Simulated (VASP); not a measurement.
Here is a VASP 6.6.1 calculation.

POSCAR

```
Cs
1.0
    5.6075241495      0.0000000000      0.0000000000
   -2.8037620748      4.8562583658      0.0000000000
    0.0000000000      0.0000000000      9.1589561110
Cs
2
Direct
    0.3333333333      0.6666666667      0.7500000000
    0.6666666667      0.3333333333      0.2500000000
```

INCAR.step1

```
SYSTEM = Cs
ALGO = Normal
EDIFF = 1E-4
ENCUT = 520
GGA = PE
ISMEAR = 0
LASPH = .True.
LCHARG = .False.
LREAL = .False.
LWAVE = .True.
NBANDS = 16
NELM = 80
PREC = Accurate
SIGMA = 0.05
```

The input INCAR.step2:

```
SYSTEM = Cs
ALGO = Normal
EDIFF = 1E-7
ENCUT = 520
ISIF = 2
ISMEAR = 0
ISTART = 1
LASPH = .True.
LCHARG = .False.
LMIXTAU = .True.
LREAL = .False.
LWAVE = .False.
METAGGA = R2SCAN
NBANDS = 16
NELM = 80
PREC = Accurate
SIGMA = 0.05
```

Contents of KPOINTS:

```
k-points
0
Gamma
  10 10 6
  0 0 0
```

Potentials or basis: VASP PAW PBE potentials, release 64 (Cs_sv).

Launch:

```console
$ cat potpaw_PBE.64/Cs_sv/POTCAR > POTCAR
$ cp INCAR.step1 INCAR
$ mpirun -np 1 vasp_std > vasp.out
$ cp INCAR.step2 INCAR
$ mpirun -np 1 vasp_std > vasp.out
```

**Question.** What does it give for the pressure?

**Answer.** 0.0 GPa.

**Question.** What does it give for the band gap on the k mesh?

**Answer.** Zero (bands 9 and 10 overlap by 1.71 eV).

Caveat: the PAW data sets were made with another functional, which shifts forces and pressure a little; spin-orbit coupling is left out, which moves the levels of the heavy elements.
